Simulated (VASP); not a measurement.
Set up this calculation in VASP 6.6.1, as the native input.

```yaml
Task: single point
Functional: PBE
Potentials_or_basis: VASP PAW PBE potentials, release 64 (Sb, P)
Cutoff: 520 eV
k_mesh: 11 × 11 × 11
Occupations: fermi-dirac, width 0.05 eV
Spin: no spin polarisation
Dipole_correction: no
Further_INCAR_settings: ALGO = Normal; EDIFF = 1e-07; NBANDS = 12
```

The structure of SbP (rocksalt type) lies in POSCAR:

```
SbP
1.0
    0.0000000000      2.8548118040      2.8548118040
    2.8548118040      0.0000000000      2.8548118040
    2.8548118040      2.8548118040      0.0000000000
Sb P
1 1
Direct
    0.0000000000      0.0000000000      0.0000000000
    0.5000000000      0.5000000000      0.5000000000
```

This cell differs from its parent crystal: volume scaled by 1.04.

The input as run:

INCAR

```
PREC = Accurate ; ENCUT = 520
EDIFF = 1E-7 ; ISMEAR = -1
SIGMA = 0.05 ; LREAL = F
LASPH = T ; NELM = 80
ALGO = Normal ; ISIF = 2
LWAVE = F ; LCHARG = F
GGA = PE ; NBANDS = 12
```

KPOINTS

```
regular mesh
0
Gamma
  11 11 11
```

Potentials or basis: VASP PAW PBE potentials, release 64 (Sb, P).

Run with:

```bash
$ cat potpaw_PBE.64/Sb/POTCAR potpaw_PBE.64/P/POTCAR > POTCAR
$ mpirun -np 1 vasp_std > vasp.out
```

It gave:

```json
{"Pressure": "-2.9 GPa", "Band gap on the k mesh": "zero (band 5 reaches 7.68 eV, above the bottom of band 6 at 7.26 eV)"}
```

Caveat: spin-orbit coupling is left out, which moves the levels of the heavy elements.

Wall time 24 s on 1 thread of Intel(R) Xeon(R) Platinum 8488C (Sapphire Rapids), on a shared host, peak memory 0.18 GiB.
